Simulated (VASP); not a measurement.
Wanted: the native input for a VASP 6.6.1 run.

```
Task                   : single point
Functional             : PBEsol
Potentials or basis    : VASP PAW PBE potentials, release 64 (Ca_sv, B)
Cutoff                 : 520 eV
k mesh                 : 15 × 15 × 10
Occupations            : gaussian, width 0.1 eV
Spin                   : no spin polarisation
Dipole correction      : no
Further INCAR settings : ALGO = Normal; EDIFF = 1e-06; NBANDS = 15
```

The structure of CaB2 lies in POSCAR:

```
CaB2
1.0
    3.2264302843      0.0000000000      0.0000000000
   -1.6132151421      2.7941705897      0.0000000000
    0.0000000000      0.0000000000      4.0673920000
Ca B
1 2
Direct
    0.0697365138      0.0000000000      0.0000000000
    0.3333333300      0.6666666700      0.5000000000
    0.6666666700      0.3333333300      0.5000000000
```

This cell differs from its parent crystal: one atom moved.

These files were run (other wordings do the same):

INCAR

```
SYSTEM = CaB2
PREC     = Accurate       ! precision mode
ENCUT    = 520            ! plane-wave cutoff, eV
EDIFF    = 1E-6           ! SCF threshold, eV
ISMEAR   = 0              ! smearing method
SIGMA    = 0.1            ! smearing width, eV
LREAL    = .False.        ! projectors in reciprocal space
LASPH    = .True.         ! aspherical terms in the spheres
NELM     = 60             ! most SCF steps
ALGO     = Normal         ! electronic algorithm
ISIF     = 2              ! what is computed and relaxed
LWAVE    = .False.        ! write WAVECAR
LCHARG   = .True.         ! write CHGCAR
GGA      = PS             ! functional
LELF     = .True.         ! ELF
LVHAR    = .True.       
NBANDS   = 15             ! bands
```

KPOINTS

```
regular mesh
0
Gamma
  15 15 10
  0 0 0
```

Potentials or basis: VASP PAW PBE potentials, release 64 (Ca_sv, B).

Launch:

```console
$ cat potpaw_PBE.64/Ca_sv/POTCAR potpaw_PBE.64/B/POTCAR > POTCAR
$ mpirun -np 1 vasp_std > vasp.out
```

Results of the run:

The pressure is -2.2 GPa, the largest force is 0.887 eV/Å and the band gap on the k mesh is zero (bands 8 and 9 overlap by 1.52 eV).

Caveat: the cell differs from its parent crystal (one atom moved); the PAW data sets were made with another functional, which shifts forces and pressure a little.

Run time: 100 s on 1 thread of Intel(R) Xeon(R) Platinum 8488C (Sapphire Rapids), with other jobs on the host, peak memory 0.32 GiB.
